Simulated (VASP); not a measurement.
AlN: single point with PBEsol

The system is AlN.

```
Al N
1.0
     3.24450    0.00000    0.00000
    -1.62225    2.80982    0.00000
     0.00000    0.00000    4.10208
Al N
2 2
Direct
  0.66667 0.33333 0.25000
  0.33333 0.66667 0.75000
  0.66667 0.33333 0.75000
  0.33333 0.66667 0.25000
```

This cell differs from its parent crystal: volume scaled by 0.94.

```yaml
Program: VASP 6.6.1
Task: single point
Functional: PBEsol
Potentials_or_basis: VASP PAW PBE potentials, release 64 (Al, N)
Cutoff: 520 eV
k_mesh: 9 × 9 × 7
Occupations: fermi-dirac, width 0.05 eV
Spin: no spin polarisation
```

| Item | Value |
| --- | --- |
| Pressure | 10.6 GPa |
| Band gap on the k mesh | 3.64 eV, direct |

Stress tensor (GPa, compression positive):
```
11.94  0.00  0.00
 0.00 11.94  0.00
 0.00  0.00  8.05
```

Levels at points of the mesh, in eV from the valence-band top:
```
           k point  band 6  band 7  band 8  band 9  band 10  band 11
(0.00, 0.00, 0.00)   -1.74   -1.74    0.00    3.64     4.85     8.47
```

Wall time 15 s on 1 thread of AMD EPYC 7R13 Processor (Zen 3), with other jobs on the host, peak memory 0.13 GiB.

Caveat: the PAW data sets were made with another functional, which shifts forces and pressure a little. A k mesh can miss the band edges.
